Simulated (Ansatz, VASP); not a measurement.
Two plane-wave programs on ZnS

```
Zn S
1.0
     0.00000    2.62091    2.62091
     2.62091    0.00000    2.62091
     2.62091    2.62091    0.00000
Zn S
1 1
Direct
  0.25000 0.25000 0.25000
  0.00000 0.00000 0.00000
```

Alike in both runs: task single point; functional r2SCAN; k mesh 6 × 6 × 6; occupations gaussian, width 0.05 eV; no spin polarisation.

|  | VASP | Ansatz |
| --- | --- | --- |
| version | VASP 6.6.1 | Ansatz 0.2.0 |
| potentials or method | VASP PAW PBE potentials, release 64 (Zn, S), cutoff 520 eV | scalar-relativistic, plane waves, PAW |
| valence electrons in the cell | 18 | 18 |

|  | VASP | Ansatz | Ansatz less VASP |
| --- | --- | --- | --- |
| gap on the k mesh at the Fermi level (eV) | 3.11 | 3.09 | -0.019 |
| least direct gap on the mesh (eV) | 3.11 | 3.09 | -0.019 |
| pressure (GPa) | 7.9 | 7.9 | -0.04 |

VASP's potentials were made for PBE, not for r2SCAN. With one functional, cell and mesh, what is left measures potentials, basis and numerics.
